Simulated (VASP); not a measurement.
# Zn (Im-3m) in VASP: further runs

Zn is run at these levels: PBEsol; tasks: single point, relaxation of cell and atoms.

All numbers are computed with VASP 6.6.1; they aren't measurements. Logs are shortened: lines on timing, memory, paths and dates and some standing lists are left out, and cuts for length are marked.

**1. The cell of the first run**

The structure is cubic, space group Im-3m (No. 229). Conventional cell: a = 3.004 Å, b = 3.004 Å, c = 3.004 Å, α = 90.00°, β = 90.00°, γ = 90.00°. Zn (site symmetry m-3m) has 14 Zn at 2.60 to 3.00 Å within 3.4 Å.

**2. Single point, PBEsol**

Contents of INCAR:

```
ALGO = Fast ; EDIFF = 1E-6
ENCUT = 520 ; GGA = PS
ISIF = 2 ; ISMEAR = -1
LASPH = True ; LCHARG = False
LREAL = False ; LWAVE = False
NBANDS = 12 ; NELM = 80
PREC = Accurate ; SIGMA = 0.05
```

Contents of KPOINTS:

```
k-points
0
Gamma
  12 12 12
```

Contents of POSCAR:

```
Zn
1.0
   -1.5019652456      1.5019652456      1.5019652456
    1.5019652456     -1.5019652456      1.5019652456
    1.5019652456      1.5019652456     -1.5019652456
Zn
1
Direct
    0.0000000000      0.0000000000      0.0000000000
```

Potentials or basis: VASP PAW PBE potentials, release 64 (Zn).

The run is started by

```bash
cat potpaw_PBE.64/Zn/POTCAR > POTCAR
mpirun -np 1 vasp_std > vasp.out
```

OUTCAR:

```text
EDIFF = 1E-6
   ENCUT = 520
   GGA = PS
   ISIF = 2
   ISMEAR = -1
   LASPH = True
   LREAL = False
   NELM = 80
   PREC = Accurate

 ion  position               nearest neighbor table
   1  0.000  0.000  0.000-

  LATTYP: Found a body centered cubic cell.
 ALAT       =     3.0039304912

  Lattice vectors:

 A1 = (  -1.5019652456,   1.5019652456,   1.5019652456)
 A2 = (   1.5019652456,  -1.5019652456,   1.5019652456)
 A3 = (   1.5019652456,   1.5019652456,  -1.5019652456)

Analysis of symmetry for initial positions (statically):
=====================================================================
 Subroutine PRICEL returns:
 Original cell was already a primitive cell.

 Routine SETGRP: Setting up the symmetry group for a
 body centered cubic supercell.

 Subroutine GETGRP returns: Found 48 space group operations
 (whereof 48 operations were pure point group operations)
 out of a pool of 48 trial point group operations.

The static configuration has the point symmetry O_h .

Analysis of symmetry for dynamics (positions and initial velocities):
=====================================================================
 Subroutine PRICEL returns:
 Original cell was already a primitive cell.

 Routine SETGRP: Setting up the symmetry group for a
 body centered cubic supercell.

 Subroutine GETGRP returns: Found 48 space group operations
 (whereof 48 operations were pure point group operations)
 out of a pool of 48 trial point group operations.

The dynamic configuration has the point symmetry O_h .

 Subroutine INISYM returns: Found 48 space group operations
 (whereof 48 operations are pure point group operations),
 and found     1 'primitive' translations

----------------------------------------------------------------------------------------

                                     Primitive cell

  volume of cell :      13.5531

  direct lattice vectors                    reciprocal lattice vectors
    -1.501965246  1.501965246  1.501965246     0.000000000  0.332897184  0.332897184
     1.501965246 -1.501965246  1.501965246     0.332897184  0.000000000  0.332897184
     1.501965246  1.501965246 -1.501965246     0.332897184  0.332897184  0.000000000

  length of vectors
     2.601480117  2.601480117  2.601480117     0.470787712  0.470787712  0.470787712

  position of ions in fractional coordinates (direct lattice)
     0.000000000  0.000000000  0.000000000

  ion indices of the primitive-cell ions
   primitive index   ion index
                 1           1

----------------------------------------------------------------------------------------

 KPOINTS: k-points

Automatic generation of k-mesh.
 Grid dimensions read from file:
 generate k-points for:   12   12   12

 Generating k-lattice:

  Cartesian coordinates                     Fractional coordinates (reciprocal lattice)
     0.000000000  0.027741432  0.027741432     0.083333333  0.000000000  0.000000000
     0.027741432  0.000000000  0.027741432     0.000000000  0.083333333  0.000000000
     0.027741432  0.027741432  0.000000000     0.000000000  0.000000000  0.083333333

  Length of vectors
     0.039232309  0.039232309  0.039232309

  Shift w.r.t. Gamma in fractional coordinates (k-lattice)
     0.000000000  0.000000000  0.000000000

 Subroutine IBZKPT returns following result:
 ===========================================

 Found     72 irreducible k-points:

 Following reciprocal coordinates:
            Coordinates               Weight
  0.000000  0.000000  0.000000      1.000000
  0.083333  0.000000  0.000000     12.000000
  0.166667  0.000000  0.000000     12.000000
  0.250000  0.000000  0.000000     12.000000
  0.333333  0.000000  0.000000     12.000000
  0.416667  0.000000  0.000000     12.000000
[... 16 lines left out ...]
  0.333333  0.083333  0.083333     24.000000
  0.416667  0.083333  0.083333     12.000000
 [... further k-points ...]
   k-points           NKPTS =     72   k-points in BZ     NKDIM =     72   number of bands    NBANDS=     12
   number of dos      NEDOS =    301   number of ions     NIONS =      1
   total plane-waves  NPLWV =   8000
   dimension x,y,z NGX =    20 NGY =   20 NGZ =   20
   dimension x,y,z NGXF=    40 NGYF=   40 NGZF=   40
   ions per type =               1
   NGX,Y,Z   is equivalent  to a cutoff of  12.78, 12.78, 12.78 a.u.
   NGXF,Y,Z  is equivalent  to a cutoff of  25.56, 25.56, 25.56 a.u.
 SYSTEM =  unknown system
   PREC   = accura    normal or accurate (medium, high low for compatibility)
   ISTART =      0    job   : 0-new  1-cont  2-samecut
   ICHARG =      2    charge: 1-file 2-atom 10-const
   ISPIN  =      1    spin polarized calculation?
   LNONCOLLINEAR =      F non collinear calculations
   LSORBIT =      F    spin-orbit coupling
   LASPH  =      T    aspherical Exc in radial PAW
   ENCUT  =  520.0 eV  38.22 Ry    6.18 a.u.   4.84  4.84  4.84*2*pi/ulx,y,z
   NELM   =     80;   NELMIN=  2; NELMDL= -5     # of ELM steps
   EDIFF  = 0.1E-05   stopping-criterion for ELM
   LREAL  =      F    real-space projection
   EDIFFG = 0.1E-04   stopping-criterion for IOM
   NSW    =      0    number of steps for IOM
   IBRION =     -1    ionic relax: 0-MD 1-quasi-New 2-CG
   NFREE  =      0    steps in history (QN), initial steepest desc. (CG)
   ISIF   =      2    stress and relaxation
   ISYM   =      2    0-nonsym 1-usesym 2-fastsym
   POTIM  = 0.5000    time-step for ionic-motion
   TEBEG  =    0.0;   TEEND  =   0.0 temperature during run
   PSTRESS=    0.0 pullay stress
   NELECT =      12.0000    total number of electrons
   NUPDOWN=      -1.0000    fix difference up-down
   EMIN   =  10.00;   EMAX   =-10.00  energy-range for DOS
   EFERMI =   0.00;   METHOD = LEGACY
   ISMEAR =    -1;   SIGMA  =   0.05  broadening in eV -4-tet -1-fermi 0-gaus
   EFERMI_NEDOS =   21; number of points for ismear=-14 and -15
   IALGO  =     68    algorithm
   IMIX   =      4    mixing-type and parameters
     AMIX     =   0.40;   BMIX     =  1.00
     AMIX_MAG =   1.60;   BMIX_MAG =  1.00
  volume/ion in A,a.u.               =      13.55        91.46
  Fermi-wavevector in a.u.,A,eV,Ry     =   1.572010  2.970669 33.622937  2.471216
  Thomas-Fermi vector in A             =   2.673509
   LORBIT       =      0    0 simple, 1 ext, 2 COOP (PROOUT), +10 PAW based schemes
   GGA     = PS    functional components
   LHFCALC =     F    Hartree Fock is set to
   AEXX    =    0.0000 exact exchange contribution
   IVDW    =     0    specifies the selected vdW correction
   LEPSILON=     F    determine dielectric tensor
   LRPA    =     F    only Hartree local field effects (RPA)
 non-spin polarized calculation
 RMM-DIIS sequential band-by-band and
  energy-cutoff  :      520.00
  volume of cell :       13.55
 maximum number of plane-waves:       373
   NGX =  9   NGY =  9   NGZ =  9

 number of electron      11.9999993 magnetization

 Free energy of the ion-electron system (eV)
  ---------------------------------------------------
  ext. energy  EPLUGINS =         0.00000000
  ---------------------------------------------------
  free energy    TOTEN  =        -1.47569969 eV

  energy without entropy =       -1.47252304  energy(sigma->0) =       -1.47411136

 E-fermi :   4.0193     XC(G=0): -12.3346

 val. band max:        3.7865153509   @ k =   0.3333   0.2500   0.0833
 cond. band min:       4.0308882955   @ k =   0.4167   0.0833   0.0000
 fundamental gap:      0.2443729446
 Fermi energy:         4.0193064972

 k-point     1 :       0.0000    0.0000    0.0000
  band No.  band energies     occupation
      1      -7.5525      2.00000
      2      -4.2225      2.00000
      3      -4.2225      2.00000
      4      -4.2225      2.00000
      5      -3.5911      2.00000
      6      -3.5911      2.00000
      7      25.1216      0.00000
      8      25.1216      0.00000
      9      25.1216      0.00000
     10      25.8072      0.00000
     11      25.8072      0.00000
     12      25.8072      0.00000

 k-point     2 :       0.0833    0.0000    0.0000
  band No.  band energies     occupation
      1      -7.3130      2.00000
      2      -4.2490      2.00000
      3      -4.2177      2.00000
      4      -4.1583      2.00000
      5      -3.6155      2.00000
      6      -3.5893      2.00000
      7      21.6287      0.00000
      8      23.3963      0.00000
      9      23.7090      0.00000
     10      24.5556      0.00000
     11      24.8874      0.00000
     12      25.8506      0.00000

 k-point     3 :       0.1667    0.0000    0.0000
  band No.  band energies     occupation
      1      -6.6223      2.00000
      2      -4.3210      2.00000
      3      -4.1948      2.00000
      4      -3.9790      2.00000
      5      -3.6624      2.00000
      6      -3.5836      2.00000
      7      17.0213      0.00000
      8      21.0860      0.00000
      9      21.6054      0.00000
     10      23.0108      0.00000
     11      23.9549      0.00000
     12      26.6621      0.00000
[... 286 lines left out ...]
 k-point    23 :       0.3333    0.0833    0.0833
  band No.  band energies     occupation
      1      -4.8998      2.00000
      2      -4.5889      2.00000
      3      -3.6177      2.00000
      4      -3.6091      2.00000
      5      -3.5486      2.00000
      6      -0.2840      2.00000
      7       5.7360      0.00000
      8      13.5841      0.00000
      9      14.0169      0.00000
     10      24.9987      0.00000
     11      26.2362      0.00000
     12      32.7256      0.00000

 k-point    24 :       0.4167    0.0833    0.0833
  band No.  band energies     occupation
      1      -4.9254      2.00000
      2      -4.6111      2.00000
      3      -3.6018      2.00000
      4      -3.5434      2.00000
      5      -3.5019      2.00000
      6       1.5082      2.00000
      7       3.4467      1.99998
      8      13.3090      0.00000
      9      13.7848      0.00000
     10      24.7960      0.00000
     11      26.1074      0.00000
     12      34.0855      0.00000

 [... further k-points ...]
[... 5 lines left out ...]
  --------------------------------------------------------------------------------------
  -------------------------------------------------------------------------------------
  Total        0.4632719      0.4632719      0.4632719     -0.0000000     -0.0000000      0.0000000
  in kB       54.7654847     54.7654847     54.7654847     -0.0000000     -0.0000000      0.0000000
  external PRESSURE =      54.7654847 kB  Pullay stress =       0.0000000 kB

 VOLUME and BASIS-vectors are now :
 -----------------------------------------------------------------------------
  energy-cutoff  :      520.00
  volume of cell :       13.55
      direct lattice vectors                 reciprocal lattice vectors
    -1.501965246  1.501965246  1.501965246     0.000000000  0.332897184  0.332897184
     1.501965246 -1.501965246  1.501965246     0.332897184  0.000000000  0.332897184
     1.501965246  1.501965246 -1.501965246     0.332897184  0.332897184  0.000000000

 POSITION                                       TOTAL-FORCE (eV/Angst)
 -----------------------------------------------------------------------------------
      0.00000      0.00000      0.00000         0.000000      0.000000     -0.000000
 -----------------------------------------------------------------------------------
    total drift:                                0.000000      0.000000      0.000000

  FREE ENERGIE OF THE ION-ELECTRON SYSTEM (eV)
  ---------------------------------------------------
  free  energy   TOTEN  =        -1.4756996913 eV

  energy  without entropy=       -1.4725230359  energy(sigma->0) =       -1.47411136
```

Wall time 5 s (1 thread of Intel Xeon 6975P-C (Granite Rapids), shared host); peak memory 0.12 GiB.

What came out:

```yaml
Free_energy: -1.4757 eV
Pressure: 5.5 GPa
Band_gap_on_the_k_mesh: zero (band 6 reaches 8.30 eV, above the bottom of band 7 at 3.17 eV)
```

Levels at points of the mesh, in eV from the Fermi level:
```csv
k point,band 2,band 3,band 4,band 5,band 6,band 7,band 8,band 9,band 10,band 11
"(0.00, 0.00, 0.00)",-8.24,-8.24,-8.24,-7.61,-7.61,21.10,21.10,21.10,21.79,21.79
"(0.50, 0.00, 0.00)",-8.63,-7.64,-7.57,-7.19,-3.33,-0.85,12.27,13.46,16.29,18.27
"(0.50, 0.50, 0.50)",-8.98,-7.29,-7.29,-7.29,4.28,4.28,4.28,8.96,8.96,8.96
```

Caveat: the PAW data sets were made with another functional, which shifts forces and pressure a little.

(Continued in part 2 of 3.)
